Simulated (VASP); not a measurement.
# MgO (F-43m) in VASP: single point with PBE

Aim: the single point of MgO with PBE.

All numbers are computed with VASP 6.6.1; they aren't measurements. Logs are shortened: lines on timing, memory, paths and dates and some standing lists are left out, and cuts for length are marked.

### Step 1. The cell of the first run

It takes space group F-43m (No. 216, cubic). The conventional cell has a = 4.620 Å, b = 4.620 Å, c = 4.620 Å, α = 90.00°, β = 90.00°, γ = 90.00°. Mg (site symmetry -43m) has 4 O at 2.00 Å within 2.7 Å. O (site symmetry -43m) has 4 Mg at 2.00 Å within 2.7 Å.

### Step 2. Single point, PBE

Contents of INCAR:

```
SYSTEM = MgO
PREC = Accurate
ENCUT = 600
EDIFF = 1E-6
ISMEAR = 0
SIGMA = 0.1
LREAL = .FALSE.
LASPH = .TRUE.
NELM = 120
ALGO = Normal
ISIF = 2
LWAVE = .FALSE.
LCHARG = .FALSE.
GGA = PE
NBANDS = 11
GGA_COMPAT = .FALSE.
```

Contents of KPOINTS:

```
Automatic mesh
0
G
  6 6 6
  0 0 0
```

Contents of POSCAR:

```
MgO
1.0
    0.0000000000      2.3100962685      2.3100962685
    2.3100962685      0.0000000000      2.3100962685
    2.3100962685      2.3100962685      0.0000000000
Mg O
1 1
Direct
    0.0000000000      0.0000000000      0.0000000000
    0.7500000000      0.7500000000      0.7500000000
```

Potentials or basis: VASP PAW PBE potentials, release 64 (Mg, O).

Started as:

```
> cat potpaw_PBE.64/Mg/POTCAR potpaw_PBE.64/O/POTCAR > POTCAR
> mpirun -np 1 vasp_std > vasp.out
```

OUTCAR:

```text
SYSTEM = MgO
   PREC = Accurate
   ENCUT = 600
   EDIFF = 1E-6
   ISMEAR = 0
   LREAL = .FALSE.
   LASPH = .TRUE.
   NELM = 120
   ISIF = 2
   GGA = PE

 ion  position               nearest neighbor table
   1  0.000  0.000  0.000-   2 2.00   2 2.00   2 2.00   2 2.00
   2  0.750  0.750  0.750-   1 2.00   1 2.00   1 2.00   1 2.00

  LATTYP: Found a face centered cubic cell.
 ALAT       =     4.6201925370

  Lattice vectors:

 A1 = (   0.0000000000,   2.3100962685,   2.3100962685)
 A2 = (   2.3100962685,   0.0000000000,   2.3100962685)
 A3 = (   2.3100962685,   2.3100962685,   0.0000000000)

Analysis of symmetry for initial positions (statically):
=====================================================================
 Subroutine PRICEL returns:
 Original cell was already a primitive cell.

 Routine SETGRP: Setting up the symmetry group for a
 face centered cubic supercell.

 Subroutine GETGRP returns: Found 24 space group operations
 (whereof 24 operations were pure point group operations)
 out of a pool of 48 trial point group operations.

The static configuration has the point symmetry T_d .

Analysis of symmetry for dynamics (positions and initial velocities):
=====================================================================
 Subroutine PRICEL returns:
 Original cell was already a primitive cell.

 Routine SETGRP: Setting up the symmetry group for a
 face centered cubic supercell.

 Subroutine GETGRP returns: Found 24 space group operations
 (whereof 24 operations were pure point group operations)
 out of a pool of 48 trial point group operations.

The dynamic configuration has the point symmetry T_d .

 Subroutine INISYM returns: Found 24 space group operations
 (whereof 24 operations are pure point group operations),
 and found     1 'primitive' translations

----------------------------------------------------------------------------------------

                                     Primitive cell

  volume of cell :      24.6559

  direct lattice vectors                    reciprocal lattice vectors
     0.000000000  2.310096269  2.310096269    -0.216441196  0.216441196  0.216441196
     2.310096269  0.000000000  2.310096269     0.216441196 -0.216441196  0.216441196
     2.310096269  2.310096269  0.000000000     0.216441196  0.216441196 -0.216441196

  length of vectors
     3.266969473  3.266969473  3.266969473     0.374887149  0.374887149  0.374887149

  position of ions in fractional coordinates (direct lattice)
     0.000000000  0.000000000  0.000000000
     0.750000000  0.750000000  0.750000000

  ion indices of the primitive-cell ions
   primitive index   ion index
                 1           1
                 2           2

----------------------------------------------------------------------------------------

 KPOINTS: Automatic mesh

Automatic generation of k-mesh.
 Grid dimensions read from file:
 generate k-points for:    6    6    6

 Generating k-lattice:

  Cartesian coordinates                     Fractional coordinates (reciprocal lattice)
    -0.036073533  0.036073533  0.036073533     0.166666667  0.000000000  0.000000000
     0.036073533 -0.036073533  0.036073533     0.000000000  0.166666667  0.000000000
     0.036073533  0.036073533 -0.036073533     0.000000000  0.000000000  0.166666667

  Length of vectors
     0.062481191  0.062481191  0.062481191

  Shift w.r.t. Gamma in fractional coordinates (k-lattice)
     0.000000000  0.000000000  0.000000000

 Subroutine IBZKPT returns following result:
 ===========================================

 Found     16 irreducible k-points:

 Following reciprocal coordinates:
            Coordinates               Weight
  0.000000  0.000000  0.000000      1.000000
  0.166667  0.000000  0.000000      8.000000
  0.333333  0.000000  0.000000      8.000000
  0.500000  0.000000  0.000000      4.000000
  0.166667  0.166667  0.000000      6.000000
  0.333333  0.166667  0.000000     24.000000
[... 8 lines left out ...]
 -0.333333  0.333333  0.166667     24.000000
 -0.333333  0.500000  0.166667     12.000000
   k-points           NKPTS =     16   k-points in BZ     NKDIM =     16   number of bands    NBANDS=     11
   number of dos      NEDOS =    301   number of ions     NIONS =      2
   total plane-waves  NPLWV =  21952
   dimension x,y,z NGX =    28 NGY =   28 NGZ =   28
   dimension x,y,z NGXF=    56 NGYF=   56 NGZF=   56
   ions per type =               1   1
   NGX,Y,Z   is equivalent  to a cutoff of  14.25, 14.25, 14.25 a.u.
   NGXF,Y,Z  is equivalent  to a cutoff of  28.50, 28.50, 28.50 a.u.
 SYSTEM =  MgO
   PREC   = accura    normal or accurate (medium, high low for compatibility)
   ISTART =      0    job   : 0-new  1-cont  2-samecut
   ICHARG =      2    charge: 1-file 2-atom 10-const
   ISPIN  =      1    spin polarized calculation?
   LNONCOLLINEAR =      F non collinear calculations
   LSORBIT =      F    spin-orbit coupling
   LASPH  =      T    aspherical Exc in radial PAW
   ENCUT  =  600.0 eV  44.10 Ry    6.64 a.u.   6.52  6.52  6.52*2*pi/ulx,y,z
   NELM   =    120;   NELMIN=  2; NELMDL= -5     # of ELM steps
   EDIFF  = 0.1E-05   stopping-criterion for ELM
   LREAL  =      F    real-space projection
   EDIFFG = 0.1E-04   stopping-criterion for IOM
   NSW    =      0    number of steps for IOM
   IBRION =     -1    ionic relax: 0-MD 1-quasi-New 2-CG
   NFREE  =      0    steps in history (QN), initial steepest desc. (CG)
   ISIF   =      2    stress and relaxation
   ISYM   =      2    0-nonsym 1-usesym 2-fastsym
   POTIM  = 0.5000    time-step for ionic-motion
   TEBEG  =    0.0;   TEEND  =   0.0 temperature during run
   PSTRESS=    0.0 pullay stress
   NELECT =       8.0000    total number of electrons
   NUPDOWN=      -1.0000    fix difference up-down
   EMIN   =  10.00;   EMAX   =-10.00  energy-range for DOS
   EFERMI =   0.00;   METHOD = LEGACY
   ISMEAR =     0;   SIGMA  =   0.10  broadening in eV -4-tet -1-fermi 0-gaus
   EFERMI_NEDOS =   21; number of points for ismear=-14 and -15
   IALGO  =     38    algorithm
   IMIX   =      4    mixing-type and parameters
     AMIX     =   0.40;   BMIX     =  1.00
     AMIX_MAG =   1.60;   BMIX_MAG =  1.00
  volume/ion in A,a.u.               =      12.33        83.19
  Fermi-wavevector in a.u.,A,eV,Ry     =   1.124945  2.125838 17.218200  1.265502
  Thomas-Fermi vector in A             =   2.261620
   LORBIT       =      0    0 simple, 1 ext, 2 COOP (PROOUT), +10 PAW based schemes
   GGA     = PE    functional components
   LHFCALC =     F    Hartree Fock is set to
   AEXX    =    0.0000 exact exchange contribution
   IVDW    =     0    specifies the selected vdW correction
   LEPSILON=     F    determine dielectric tensor
   LRPA    =     F    only Hartree local field effects (RPA)
 non-spin polarized calculation
 Gauss-broadening in eV      SIGMA  =   0.10
  energy-cutoff  :      600.00
  volume of cell :       24.66
 maximum number of plane-waves:       869
 NGX is ok and might be reduce to    28
   NGX = 13   NGY = 13   NGZ = 13

 number of electron       8.0000002 magnetization

 Free energy of the ion-electron system (eV)
  ---------------------------------------------------
  ext. energy  EPLUGINS =         0.00000000
  ---------------------------------------------------
  free energy    TOTEN  =       -11.70343517 eV

  energy without entropy =      -11.70343517  energy(sigma->0) =      -11.70343517

 E-fermi :   1.0138     XC(G=0):  -9.5637

 val. band max:        0.6001301590   @ k =   0.0000   0.0000   0.0000
 cond. band min:       4.0384511291   @ k =   0.0000   0.0000   0.0000
 fundamental gap:      3.4383209701
 Fermi energy:         1.0138152893

 k-point     1 :       0.0000    0.0000    0.0000
  band No.  band energies     occupation
      1     -15.1962      2.00000
      2       0.6001      2.00000
      3       0.6001      2.00000
      4       0.6001      2.00000
      5       4.0385      0.00000
      6      17.0156      0.00000
      7      17.0156      0.00000
      8      17.0156      0.00000
      9      20.5764      0.00000
     10      20.5798      0.00000
     11      20.5987      0.00000

 k-point     2 :       0.1667    0.0000    0.0000
  band No.  band energies     occupation
      1     -15.0504      2.00000
      2      -0.4501      2.00000
      3       0.5535      2.00000
      4       0.5535      2.00000
      5       5.3268      0.00000
      6      14.9971      0.00000
      7      16.7530      0.00000
      8      16.7530      0.00000
      9      18.9203      0.00000
     10      18.9203      0.00000
     11      19.6946      0.00000

 k-point     3 :       0.3333    0.0000    0.0000
  band No.  band energies     occupation
      1     -14.7421      2.00000
      2      -1.8020      2.00000
      3       0.4626      2.00000
      4       0.4626      2.00000
      5       7.4055      0.00000
      6      12.0622      0.00000
      7      15.4813      0.00000
      8      15.4813      0.00000
      9      19.4700      0.00000
     10      20.3564      0.00000
     11      20.3564      0.00000

 k-point     4 :       0.5000    0.0000    0.0000
  band No.  band energies     occupation
      1     -14.5784      2.00000
      2      -2.3418      2.00000
      3       0.4184      2.00000
      4       0.4184      2.00000
      5       9.1303      0.00000
      6      10.0107      0.00000
      7      14.9469      0.00000
      8      14.9469      0.00000
      9      19.7780      0.00000
     10      21.8369      0.00000
     11      21.8369      0.00000

 k-point     5 :       0.1667    0.1667    0.0000
  band No.  band energies     occupation
      1     -15.0030      2.00000
      2      -0.4689      2.00000
      3       0.4084      2.00000
      4       0.4084      2.00000
      5       5.6417      0.00000
      6      15.0668      0.00000
      7      15.8608      0.00000
      8      16.6839      0.00000
      9      16.6839      0.00000
     10      21.3422      0.00000
     11      22.6698      0.00000
[... 99 lines left out ...]
 k-point    13 :       0.5000    0.5000    0.0000
  band No.  band energies     occupation
      1     -14.3961      2.00000
      2      -1.8305      2.00000
      3      -0.1226      2.00000
      4      -0.1226      2.00000
      5       6.7704      0.00000
      6      11.9628      0.00000
      7      14.1899      0.00000
      8      16.8398      0.00000
      9      16.8398      0.00000
     10      21.9489      0.00000
     11      26.7375      0.00000

 k-point    14 :       0.5000    0.3333    0.1667
  band No.  band energies     occupation
      1     -14.5443      2.00000
      2      -1.6067      2.00000
      3      -0.3687      2.00000
      4       0.1483      2.00000
      5       8.0695      0.00000
      6      11.7631      0.00000
      7      13.5589      0.00000
      8      15.6527      0.00000
      9      18.5958      0.00000
     10      21.9347      0.00000
     11      24.2105      0.00000

 k-point    15 :      -0.3333    0.3333    0.1667
  band No.  band energies     occupation
      1     -14.4383      2.00000
      2      -1.5651      2.00000
      3      -0.7211      2.00000
      4      -0.0126      2.00000
      5       8.5776      0.00000
      6      11.2742      0.00000
      7      13.4762      0.00000
      8      15.2277      0.00000
      9      19.9090      0.00000
     10      20.8177      0.00000
     11      25.4406      0.00000

 k-point    16 :      -0.3333    0.5000    0.1667
  band No.  band energies     occupation
      1     -14.3915      2.00000
      2      -1.4551      2.00000
      3      -0.6023      2.00000
      4      -0.3480      2.00000
      5       7.7686      0.00000
      6      11.9636      0.00000
      7      14.0312      0.00000
      8      14.7783      0.00000
      9      18.6481      0.00000
     10      22.9080      0.00000
     11      23.8249      0.00000

------------------------ aborting loop because EDIFF is reached ----------------------------------------

  FORCE on cell =-STRESS in cart. coord.  units (eV):
  Direction    XX          YY          ZZ          XY          YZ          ZX
  --------------------------------------------------------------------------------------
  -------------------------------------------------------------------------------------
  Total       -0.1752530     -0.1752530     -0.1752530      0.0000000      0.0000000      0.0000000
  in kB      -11.3882203    -11.3882203    -11.3882203      0.0000000      0.0000000      0.0000000
  external PRESSURE =     -11.3882203 kB  Pullay stress =       0.0000000 kB

 VOLUME and BASIS-vectors are now :
 -----------------------------------------------------------------------------
  energy-cutoff  :      600.00
  volume of cell :       24.66
      direct lattice vectors                 reciprocal lattice vectors
     0.000000000  2.310096269  2.310096269    -0.216441196  0.216441196  0.216441196
     2.310096269  0.000000000  2.310096269     0.216441196 -0.216441196  0.216441196
     2.310096269  2.310096269  0.000000000     0.216441196  0.216441196 -0.216441196

 POSITION                                       TOTAL-FORCE (eV/Angst)
 -----------------------------------------------------------------------------------
      0.00000      0.00000      0.00000        -0.000000     -0.000000      0.000000
      3.46514      3.46514      3.46514         0.000000      0.000000     -0.000000
 -----------------------------------------------------------------------------------
    total drift:                               -0.000000     -0.000000     -0.000000

  FREE ENERGIE OF THE ION-ELECTRON SYSTEM (eV)
  ---------------------------------------------------
  free  energy   TOTEN  =       -11.7034351692 eV

  energy  without entropy=      -11.7034351691  energy(sigma->0) =      -11.70343517
```

Run time: 13 s. Hardware: 1 thread of Intel Xeon Platinum 8375C at 2.90GHz (Ice Lake), shared host; peak memory 0.15 GiB.

What came out:

```yaml
Free_energy: -11.7034 eV
Pressure: -1.1 GPa
Band_gap_on_the_k_mesh: 3.44 eV
```

Levels at points of the mesh, in eV from the valence-band top:
```
           k point  band 2  band 3  band 4  band 5  band 6  band 7
(0.00, 0.00, 0.00)    0.00    0.00    0.00    3.44   16.42   16.42
(0.50, 0.00, 0.00)   -2.94   -0.18   -0.18    8.53    9.41   14.35
(0.50, 0.50, 0.00)   -2.43   -0.72   -0.72    6.17   11.36   13.59
```
